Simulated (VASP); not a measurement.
# FeO (Wuestite) (Fm-3m) in VASP: notebook

The runs below take FeO (Wuestite) through single point, with PBEsol, RPBE+D3(BJ).

Everything below comes from runs of VASP 6.6.1. Logs are shortened: lines on timing, memory, paths and dates and some standing lists are left out, and cuts for length are marked.

**What was measured.**

“W\"ustite: Electric, thermodynamic and optical properties of FeO”, 2012, arxiv:1203.1201 quotes, for a bulk crystal of FeO: band gap 2.4 eV (optical).

The results are compared with them further down.

## (1) The cell of the first run

It takes space group Fm-3m (No. 225, cubic). Conventional cell: a = 4.311 Å, b = 4.311 Å, c = 4.311 Å, α = 90.00°, β = 90.00°, γ = 90.00°. Fe (site symmetry m-3m) has 6 O at 2.16 Å within 2.9 Å. Within 2.9 Å of O (site symmetry m-3m) lie 6 Fe at 2.16 Å.

## (2) Single point, PBEsol, collinear spin, ferromagnetic start

Input file INCAR:

```
SYSTEM = FeO
PREC     = Accurate       ! precision mode
ENCUT    = 520            ! plane-wave cutoff, eV
EDIFF    = 1E-7           ! SCF threshold, eV
ISMEAR   = -1             ! smearing method
SIGMA    = 0.05           ! smearing width, eV
LREAL    = .False.        ! projectors in reciprocal space
LASPH    = .True.         ! aspherical terms in the spheres
NELM     = 150            ! most SCF steps
ALGO     = Normal         ! electronic algorithm
ISIF     = 2              ! what is computed and relaxed
LWAVE    = .False.        ! write WAVECAR
LCHARG   = .True.         ! write CHGCAR
ISPIN    = 2              ! spin polarisation
MAGMOM   = 3 0            ! initial moments
LORBIT   = 11             ! projections on sites
LMAXMIX  = 4              ! l up to which the mixer works
GGA      = PS             ! functional
LELF     = .True.         ! ELF
LVHAR    = .True.       
NBANDS   = 18             ! bands
```

Input file KPOINTS:

```
Automatic mesh
0
Gamma
  11 11 11
  0 0 0
```

Input file POSCAR:

```
FeO
1.0
    0.0000000000      2.1554000000      2.1554000000
    2.1554000000      0.0000000000      2.1554000000
    2.1554000000      2.1554000000      0.0000000000
Fe O
1 1
Direct
    0.0000000000      0.0000000000      0.0000000000
    0.5000000000      0.5000000000      0.5000000000
```

Potentials or basis: VASP PAW PBE potentials, release 64 (Fe, O).

Started as:

```console
> cat potpaw_PBE.64/Fe/POTCAR potpaw_PBE.64/O/POTCAR > POTCAR
> mpirun -np 1 vasp_std > vasp.out
```

OUTCAR:

```text
SYSTEM = FeO
   PREC = Accurate
   ENCUT = 520
   EDIFF = 1E-7
   ISMEAR = -1
   LREAL = .False.
   LASPH = .True.
   NELM = 150
   ISIF = 2
   ISPIN = 2
   LORBIT = 11
   GGA = PS

 ion  position               nearest neighbor table
   1  0.000  0.000  0.000-   2 2.16   2 2.16   2 2.16   2 2.16   2 2.16   2 2.16
   2  0.500  0.500  0.500-   1 2.16   1 2.16   1 2.16   1 2.16   1 2.16   1 2.16

  LATTYP: Found a face centered cubic cell.
 ALAT       =     4.3108000000

  Lattice vectors:

 A1 = (   0.0000000000,   2.1554000000,   2.1554000000)
 A2 = (   2.1554000000,   0.0000000000,   2.1554000000)
 A3 = (   2.1554000000,   2.1554000000,   0.0000000000)

Analysis of symmetry for initial positions (statically):
=====================================================================
 Subroutine PRICEL returns:
 Original cell was already a primitive cell.

 Routine SETGRP: Setting up the symmetry group for a
 face centered cubic supercell.

 Subroutine GETGRP returns: Found 48 space group operations
 (whereof 48 operations were pure point group operations)
 out of a pool of 48 trial point group operations.

The static configuration has the point symmetry O_h .

Analysis of symmetry for dynamics (positions and initial velocities):
=====================================================================
 Subroutine PRICEL returns:
 Original cell was already a primitive cell.

 Routine SETGRP: Setting up the symmetry group for a
 face centered cubic supercell.

 Subroutine GETGRP returns: Found 48 space group operations
 (whereof 48 operations were pure point group operations)
 out of a pool of 48 trial point group operations.

The dynamic configuration has the point symmetry O_h .

Analysis of structural, dynamic, and magnetic symmetry:
=====================================================================
 Subroutine PRICEL returns:
 Original cell was already a primitive cell.

 Routine SETGRP: Setting up the symmetry group for a
 face centered cubic supercell.

 Subroutine GETGRP returns: Found 48 space group operations
 (whereof 48 operations were pure point group operations)
 out of a pool of 48 trial point group operations.

The overall configuration has the point symmetry O_h .

 Subroutine INISYM returns: Found 48 space group operations
 (whereof 48 operations are pure point group operations),
 and found     1 'primitive' translations

----------------------------------------------------------------------------------------

                                     Primitive cell

  volume of cell :      20.0269

  direct lattice vectors                    reciprocal lattice vectors
     0.000000000  2.155400000  2.155400000    -0.231975503  0.231975503  0.231975503
     2.155400000  0.000000000  2.155400000     0.231975503 -0.231975503  0.231975503
     2.155400000  2.155400000  0.000000000     0.231975503  0.231975503 -0.231975503

  length of vectors
     3.048195912  3.048195912  3.048195912     0.401793358  0.401793358  0.401793358

  position of ions in fractional coordinates (direct lattice)
     0.000000000  0.000000000  0.000000000
     0.500000000  0.500000000  0.500000000

  ion indices of the primitive-cell ions
   primitive index   ion index
                 1           1
                 2           2

----------------------------------------------------------------------------------------

 KPOINTS: Automatic mesh

Automatic generation of k-mesh.
 Grid dimensions read from file:
 generate k-points for:   11   11   11

 Generating k-lattice:

  Cartesian coordinates                     Fractional coordinates (reciprocal lattice)
    -0.021088682  0.021088682  0.021088682     0.090909091  0.000000000  0.000000000
     0.021088682 -0.021088682  0.021088682     0.000000000  0.090909091  0.000000000
     0.021088682  0.021088682 -0.021088682     0.000000000  0.000000000  0.090909091

  Length of vectors
     0.036526669  0.036526669  0.036526669

  Shift w.r.t. Gamma in fractional coordinates (k-lattice)
     0.000000000  0.000000000  0.000000000

 Subroutine IBZKPT returns following result:
 ===========================================

 Found     56 irreducible k-points:

 Following reciprocal coordinates:
            Coordinates               Weight
  0.000000  0.000000  0.000000      1.000000
  0.090909  0.000000  0.000000      8.000000
  0.181818  0.000000  0.000000      8.000000
  0.272727  0.000000  0.000000      8.000000
  0.363636  0.000000  0.000000      8.000000
  0.454545  0.000000  0.000000      8.000000
[... 16 lines left out ...]
 -0.272727  0.181818  0.000000     24.000000
 -0.181818  0.181818  0.000000     12.000000
 [... further k-points ...]
   k-points           NKPTS =     56   k-points in BZ     NKDIM =     56   number of bands    NBANDS=     18
   number of dos      NEDOS =    301   number of ions     NIONS =      2
   total plane-waves  NPLWV =  13824
   dimension x,y,z NGX =    24 NGY =   24 NGZ =   24
   dimension x,y,z NGXF=    48 NGYF=   48 NGZF=   48
   ions per type =               1   1
   NGX,Y,Z   is equivalent  to a cutoff of  13.09, 13.09, 13.09 a.u.
   NGXF,Y,Z  is equivalent  to a cutoff of  26.18, 26.18, 26.18 a.u.
 SYSTEM =  FeO
   PREC   = accura    normal or accurate (medium, high low for compatibility)
   ISTART =      0    job   : 0-new  1-cont  2-samecut
   ICHARG =      2    charge: 1-file 2-atom 10-const
   ISPIN  =      2    spin polarized calculation?
   LNONCOLLINEAR =      F non collinear calculations
   LSORBIT =      F    spin-orbit coupling
   LASPH  =      T    aspherical Exc in radial PAW
   ENCUT  =  520.0 eV  38.22 Ry    6.18 a.u.   5.67  5.67  5.67*2*pi/ulx,y,z
   NELM   =    150;   NELMIN=  2; NELMDL= -5     # of ELM steps
   EDIFF  = 0.1E-06   stopping-criterion for ELM
   LREAL  =      F    real-space projection
   EDIFFG = 0.1E-05   stopping-criterion for IOM
   NSW    =      0    number of steps for IOM
   IBRION =     -1    ionic relax: 0-MD 1-quasi-New 2-CG
   NFREE  =      0    steps in history (QN), initial steepest desc. (CG)
   ISIF   =      2    stress and relaxation
   ISYM   =      2    0-nonsym 1-usesym 2-fastsym
   POTIM  = 0.5000    time-step for ionic-motion
   TEBEG  =    0.0;   TEEND  =   0.0 temperature during run
   PSTRESS=    0.0 pullay stress
   NELECT =      14.0000    total number of electrons
   NUPDOWN=      -1.0000    fix difference up-down
   EMIN   =  10.00;   EMAX   =-10.00  energy-range for DOS
   EFERMI =   0.00;   METHOD = LEGACY
   ISMEAR =    -1;   SIGMA  =   0.05  broadening in eV -4-tet -1-fermi 0-gaus
   EFERMI_NEDOS =   21; number of points for ismear=-14 and -15
   IALGO  =     38    algorithm
   IMIX   =      4    mixing-type and parameters
     AMIX     =   0.40;   BMIX     =  1.00
     AMIX_MAG =   1.60;   BMIX_MAG =  1.00
  volume/ion in A,a.u.               =      10.01        67.57
  Fermi-wavevector in a.u.,A,eV,Ry     =   1.452935  2.745650 28.722187  2.111021
  Thomas-Fermi vector in A             =   2.570260
   LORBIT       =     11    0 simple, 1 ext, 2 COOP (PROOUT), +10 PAW based schemes
   GGA     = PS    functional components
   LHFCALC =     F    Hartree Fock is set to
   AEXX    =    0.0000 exact exchange contribution
   IVDW    =     0    specifies the selected vdW correction
   LEPSILON=     F    determine dielectric tensor
   LRPA    =     F    only Hartree local field effects (RPA)
 spin polarized calculation
  energy-cutoff  :      520.00
  volume of cell :       20.03
 maximum number of plane-waves:       556
   NGX = 11   NGY = 11   NGZ = 11

 number of electron      13.9999999 magnetization       4.0006521

 Free energy of the ion-electron system (eV)
  ---------------------------------------------------
  ext. energy  EPLUGINS =         0.00000000
  ---------------------------------------------------
  free energy    TOTEN  =       -15.84415020 eV

  energy without entropy =      -15.83239167  energy(sigma->0) =      -15.83827093

 E-fermi :   6.0684     XC(G=0): -12.4116

 val. band max:        6.0676607184   @ k =  -0.3636   0.2727   0.0909
 cond. band min:       6.0831938121   @ k =  -0.1818   0.0909   0.0000
 fundamental gap:      0.0155330937
 Fermi energy:         6.0683688981

 spin component 1

 k-point     1 :       0.0000    0.0000    0.0000
  band No.  band energies     occupation
      1     -14.6249      1.00000
      2       2.1909      1.00000
      3       2.1909      1.00000
      4       2.1909      1.00000
      5       2.2299      1.00000
      6       2.2299      1.00000
[... 10 lines left out ...]
     17      26.5692      0.00000
     18      29.6540      0.00000
[... 463 lines left out ...]
 k-point    24 :      -0.1818    0.1818    0.0000
  band No.  band energies     occupation
      1     -13.9061      1.00000
      2      -1.2617      1.00000
      3      -0.1476      1.00000
      4       0.3270      1.00000
      5       2.5489      1.00000
      6       2.8406      1.00000
[... 10 lines left out ...]
     17      32.4230      0.00000
     18      34.1663      0.00000

 [... further k-points ...]

 spin component 2

 k-point     1 :       0.0000    0.0000    0.0000
  band No.  band energies     occupation
      1     -14.0651      1.00000
      2       2.8241      1.00000
      3       2.8241      1.00000
      4       2.8241      1.00000
      5       5.3274      1.00000
      6       5.3276      1.00000
[... 10 lines left out ...]
     17      28.1080      0.00000
     18      30.7775      0.00000
[... 463 lines left out ...]
 k-point    24 :      -0.1818    0.1818    0.0000
  band No.  band energies     occupation
      1     -13.3354      1.00000
      2      -0.3634      1.00000
      3       1.3494      1.00000
      4       1.3840      1.00000
      5       5.8150      0.99374
      6       6.0301      0.68236
[... 10 lines left out ...]
     17      33.2455      0.00000
     18      34.9662      0.00000

 [... further k-points ...]
[... 5 lines left out ...]
  --------------------------------------------------------------------------------------
  -------------------------------------------------------------------------------------
  Total       -1.0308158     -1.0308158     -1.0308158      0.0000000     -0.0000000      0.0000000
  in kB      -82.4665863    -82.4665863    -82.4665863      0.0000000     -0.0000000      0.0000000
  external PRESSURE =     -82.4665863 kB  Pullay stress =       0.0000000 kB

 VOLUME and BASIS-vectors are now :
 -----------------------------------------------------------------------------
  energy-cutoff  :      520.00
  volume of cell :       20.03
      direct lattice vectors                 reciprocal lattice vectors
     0.000000000  2.155400000  2.155400000    -0.231975503  0.231975503  0.231975503
     2.155400000  0.000000000  2.155400000     0.231975503 -0.231975503  0.231975503
     2.155400000  2.155400000  0.000000000     0.231975503  0.231975503 -0.231975503

 POSITION                                       TOTAL-FORCE (eV/Angst)
 -----------------------------------------------------------------------------------
      0.00000      0.00000      0.00000         0.000000      0.000000     -0.000000
      2.15540      2.15540      2.15540        -0.000000     -0.000000      0.000000
 -----------------------------------------------------------------------------------
    total drift:                                0.000000     -0.000000      0.000000

  FREE ENERGIE OF THE ION-ELECTRON SYSTEM (eV)
  ---------------------------------------------------
  free  energy   TOTEN  =       -15.8441501952 eV

  energy  without entropy=      -15.8323916691  energy(sigma->0) =      -15.83827093

 total charge

# of ion       s       p       d       tot
------------------------------------------
    1        0.292   0.364   6.086   6.742
    2        1.551   3.415   0.000   4.966
--------------------------------------------------
tot          1.843   3.779   6.086  11.708

 magnetization (x)

# of ion       s       p       d       tot
------------------------------------------
    1        0.026   0.021   3.564   3.611
    2        0.030   0.273   0.000   0.303
--------------------------------------------------
tot          0.057   0.294   3.564   3.914
```

It took 85 s on 1 thread of AMD EPYC 7R43 (Zen 3), shared host; peak memory 0.13 GiB.

Results:

```yaml
Free_energy: -15.8442 eV
Pressure: -8.2 GPa
Band_gap_on_the_k_mesh: zero (filled and empty bands overlap)
Net_moment: 4.00 μB per cell
Site_moments: Fe +3.61; O +0.30 μB
Valence_electrons_inside_the_program's_atomic_spheres: Fe 6.74; O 4.97
```

Caveat: the PAW data sets were made with another functional, which shifts forces and pressure a little; a cell with one magnetic atom can't hold antiferromagnetic order, which such compounds often take; semilocal functionals often make such compounds metallic where correlation or magnetic order opens a gap, which also shifts bond lengths. With open d or f shells a metallic result of PBEsol can be an artefact of self-interaction; +U or a hybrid may open a gap.

## (3) Single point, RPBE+D3(BJ), collinear spin, ferromagnetic start

This run uses another cell than the first one, of 9.46 Å³/atom, 0.944 times its volume.

Input file INCAR:

```
PREC = Accurate ; ENCUT = 520
EDIFF = 1E-6 ; ISMEAR = -1
SIGMA = 0.05 ; LREAL = False
LASPH = True ; NELM = 150
ALGO = Normal ; ISIF = 2
LWAVE = False ; LCHARG = True
ISPIN = 2 ; MAGMOM = 3 0
LORBIT = 11 ; LMAXMIX = 4
GGA = RP ; IVDW = 12
LELF = True ; LVHAR = True
NBANDS = 18
```

Input file KPOINTS:

```
Automatic mesh
0
Gamma
  11 11 11
```

Input file POSCAR:

```
FeO
1.0
    0.0000000000      2.1147036682      2.1147036682
    2.1147036682      0.0000000000      2.1147036682
    2.1147036682      2.1147036682      0.0000000000
Fe O
1 1
Direct
    0.0000000000      0.0000000000      0.0000000000
    0.5000000000      0.5000000000      0.5000000000
```

Potentials or basis: VASP PAW PBE potentials, release 64 (Fe, O).

Started as:

```console
> cat potpaw_PBE.64/Fe/POTCAR potpaw_PBE.64/O/POTCAR > POTCAR
> mpirun -np 1 vasp_std > vasp.out
```

It took 15 s on 1 thread of Intel Xeon 6975P-C (Granite Rapids), shared host; peak memory 0.18 GiB.

It converged, with:

```yaml
Free_energy: -15.8914 eV
Pressure: 0.4 GPa
Band_gap_on_the_k_mesh: zero (filled and empty bands overlap)
Net_moment: 4.00 μB per cell
Site_moments: Fe +3.62; O +0.31 μB
Valence_electrons_inside_the_program's_atomic_spheres: Fe 6.82; O 5.04
Dispersion_energy_per_atom: -0.923 eV
```

Levels at points of the mesh, in eV from the Fermi level:
Spin up:
| k point | band 6 | band 7 | band 8 | band 9 | band 10 | band 11 | band 12 | band 13 |
| --- | --- | --- | --- | --- | --- | --- | --- | --- |
| (0.00, 0.00, 0.00) | -4.01 | -4.01 | -3.77 | -3.77 | 0.42 | 15.70 | 17.53 | 17.53 |
Spin down:
| k point | band 2 | band 3 | band 4 | band 5 | band 6 | band 7 | band 8 | band 9 |
| --- | --- | --- | --- | --- | --- | --- | --- | --- |
| (0.00, 0.00, 0.00) | -3.45 | -3.45 | -3.45 | -0.81 | -0.81 | -0.81 | 0.22 | 0.22 |

Caveat: the PAW data sets were made with another functional, which shifts forces and pressure a little; a cell with one magnetic atom can't hold antiferromagnetic order, which such compounds often take; semilocal functionals often make such compounds metallic where correlation or magnetic order opens a gap, which also shifts bond lengths; pairwise dispersion overbinds metals, which lowers pressure and volume.

## (4) Against experiment

Step 3. Measured gap of FeO: 2.4 eV (optical; quoted in “W\"ustite: Electric, thermodynamic and optical properties of FeO”, 2012, arxiv:1203.1201). This calculation gives 0.00 eV (-2.40 eV). So large a miss can be the level of theory's own, or it may mean another phase, state or a wrong row. The value is that of RPBE+D3(BJ) on a finite k mesh, which can miss the band edges, without temperature or zero-point motion. Semilocal functionals fall short of measured gaps as a rule. The run's magnetic order (collinear spin, ferromagnetic start) needn't be the measured crystal's.
